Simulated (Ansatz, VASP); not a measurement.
## Al4BSbP2 in VASP and in Ansatz

```xyz
8
Lattice="-2.6567 2.6567 5.9133 2.6567 -2.6567 5.9133 2.6567 2.6567 -5.9133" Properties=species:S:1:pos:R:3 pbc="T T T"
Al    1.5826    1.5826   -1.5370
Al   -1.0741    1.0741    7.4502
Al    1.0741    1.0741    4.3763
Al    1.0741   -1.0741    7.4502
B     0.0000    0.0000    5.9133
Sb    0.0000    0.0000    0.0000
P     0.0000    2.6567    2.9566
P     2.6567    0.0000    2.9566
```

Alike in both runs: functional PBE; k mesh 8 × 8 × 8; occupations gaussian, width 0.1 eV; no spin polarisation.

Ansatz relaxed the structure, and its values are those at the end. VASP's run is a single point on that final structure, the one shown.

|  | VASP | Ansatz |
| --- | --- | --- |
| version | VASP 6.6.1 | Ansatz 0.2.0 |
| potentials or method | VASP PAW PBE potentials, release 64 (Al, B, Sb, P), cutoff 520 eV | scalar-relativistic, plane waves, PAW |
| valence electrons in the cell | 30 | 40 |

Ansatz gave:

* gap on the k mesh at the Fermi level (eV): none
* pressure (GPa): 0.0
* rms of the force components (eV/Å): 0.000

Task: Which values does VASP return?

Result: gap on the k mesh at the Fermi level (eV): none; pressure (GPa): 0.0; rms of the force components (eV/Å): 0.008.

A gap of «none» marks a metal or a gap that the smearing closes. VASP's potentials hold 30 valence electrons a cell and Ansatz's 40, so a difference there can come from the potentials and not from the codes.

Neither program's run includes spin-orbit coupling.
